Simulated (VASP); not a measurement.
HfO2: single point with PBE

The system is HfO2.

```
Hf O
1.0
    -3.60430    0.00000    0.00000
     0.00000   -3.60430    0.00000
    -1.50191    1.50191   10.52793
Hf O
4 8
Cartesian
  -1.8022 -1.8022 2.1235
  -1.8022 -1.8022 7.3875
  -3.6043 -3.6043 4.7555
  -3.6043 -3.6043 10.0194
  0.0000 -1.8022 3.1408
  0.0000 -1.8022 8.4047
  -1.8022 0.0000 3.7382
  -1.8022 0.0000 9.0022
  -1.8022 0.0000 1.1062
  -1.8022 0.0000 6.3702
  0.0000 -1.8022 0.5088
  0.0000 -1.8022 5.7727
```

| Property | Result |
| --- | --- |
| Program | VASP 6.6.1 |
| Task | single point |
| Functional | PBE |
| Potentials or basis | VASP PAW PBE potentials, release 64 (Hf_pv, O) |
| Cutoff | 520 eV |
| k mesh | 6 × 6 × 2 |
| Occupations | gaussian, width 0.05 eV |
| Spin | no spin polarisation |

The pressure is 4.3 GPa and the largest force is 6.253 eV/Å. The band gap on the k mesh is 1.37 eV (least direct gap 1.44 eV).

Forces in eV/Å, atoms in the order of the input:
```
Hf   0.480 -0.560  4.430
Hf  -0.003 -0.081  0.251
Hf   0.004 -0.003  0.013
Hf   0.908  1.425 -6.021
O    0.149  0.023 -0.012
O   -0.019 -0.121  1.489
O    0.015 -0.010 -0.131
O    0.407  0.746 -4.327
O   -0.180 -0.241 -1.047
O   -0.008  0.033 -0.242
O   -1.753 -1.216  5.530
O   -0.002  0.005  0.067
```

Stress tensor (GPa, compression positive):
```
 1.26  0.17 -0.62
 0.17 -4.32 -4.16
-0.62 -4.16 16.04
```

Levels at points of the mesh, in eV from the valence-band top:
```tsv
k point	band 40	band 41	band 42	band 43	band 44	band 45	band 46	band 47	band 48	band 49
(0.00, 0.00, 0.00)	-1.23	-1.22	-1.17	-0.76	-0.07	1.37	3.43	3.59	3.86	4.08
(0.50, 0.00, 0.00)	-2.07	-1.87	-1.63	-1.58	-0.64	1.97	3.77	3.88	3.92	4.44
(0.00, 0.50, 0.00)	-2.17	-2.00	-1.69	-1.50	-0.12	2.16	3.72	3.91	3.98	4.54
(0.50, 0.50, 0.00)	-1.63	-1.43	-1.18	-0.88	-0.44	2.79	4.20	4.58	4.60	4.67
(0.00, 0.00, 0.50)	-1.23	-1.20	-1.18	-0.76	-0.12	1.44	3.43	3.64	3.88	4.01
(0.50, 0.00, 0.50)	-2.19	-1.84	-1.66	-1.55	-0.61	1.98	3.74	3.88	3.92	4.41
(0.00, 0.50, 0.50)	-2.19	-2.05	-1.70	-1.48	-0.12	2.17	3.73	3.88	3.97	4.54
(0.50, 0.50, 0.50)	-1.59	-1.48	-1.17	-0.90	-0.44	2.79	4.23	4.51	4.61	4.66
```

Wall time 5.7 min on 1 thread of Intel(R) Xeon(R) Platinum 8488C (Sapphire Rapids) (shared host), peak memory 0.37 GiB.

Caveat: the cell stands under pressure; spin-orbit coupling is left out, which moves the levels of the heavy elements; forces of over 1 eV/Å act on the atoms, so gaps and moduli don't describe the material at rest. A k mesh can miss the band edges.
